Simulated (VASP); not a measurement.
Wanted: the native input for a VASP 6.6.1 run.

| Quantity | Value |
| --- | --- |
| Task | relaxation of cell and atoms |
| Functional | PBEsol |
| Potentials or basis | VASP PAW PBE potentials, release 64 (Cu) |
| Cutoff | 600 eV |
| k mesh | 16 × 16 × 16 |
| Occupations | fermi-dirac, width 0.15 eV |
| Spin | no spin polarisation |
| Dipole correction | no |
| Further INCAR settings | ALGO = Normal; EDIFF = 1e-06; IBRION = 2; EDIFFG = -0.001; NSW = 80; ISIF = 3 |

The structure of Cu lies in POSCAR:

```
Cu
1.0
    0.0000000000      1.7820435896      1.7820435896
    1.7820435896      0.0000000000      1.7820435896
    1.7820435896      1.7820435896      0.0000000000
Cu
1
Direct
    0.0000000000      0.0000000000      0.0000000000
```

One way to write it, as run:

INCAR

```
PREC     = Accurate       # precision mode
ENCUT    = 600            # plane-wave cutoff, eV
EDIFF    = 1E-6           # SCF threshold, eV
ISMEAR   = -1             # smearing method
SIGMA    = 0.15           # smearing width, eV
LREAL    = F              # projectors in reciprocal space
LASPH    = T              # aspherical terms in the spheres
NELM     = 60             # most SCF steps
ALGO     = Normal         # electronic algorithm
ISIF     = 3              # what is computed and relaxed
LWAVE    = F              # write WAVECAR
LCHARG   = F              # write CHGCAR
GGA      = PS             # functional
IBRION   = 2              # ionic algorithm
NSW      = 80             # ionic steps
EDIFFG   = -0.001         # ionic threshold
```

KPOINTS

```
regular mesh
0
Gamma
  16 16 16
```

Potentials or basis: VASP PAW PBE potentials, release 64 (Cu).

Launch:

```sh
$ cat potpaw_PBE.64/Cu/POTCAR > POTCAR
$ mpirun -np 1 vasp_std > vasp.out
```

Results of the run:

```json
{
 "Relaxed volume": "11.37 Å³/atom",
 "Relaxed cell": "a = 2.524 Å, b = 2.524 Å, c = 2.524 Å, α = 60.00°, β = 60.00°, γ = 60.00°",
 "Space group after relaxing (to 0.05 Å)": "Fm-3m (No. 225)",
 "Energy gained by relaxing": "0.1 meV/atom",
 "Ionic steps": "10",
 "Pressure after relaxing": "0.0 GPa"
}
```

Caveat: the PAW data sets were made with another functional, which shifts forces and pressure a little.

Run time: 110 s on 1 thread of AMD EPYC 7R13, with other jobs on the host, peak memory 0.11 GiB.
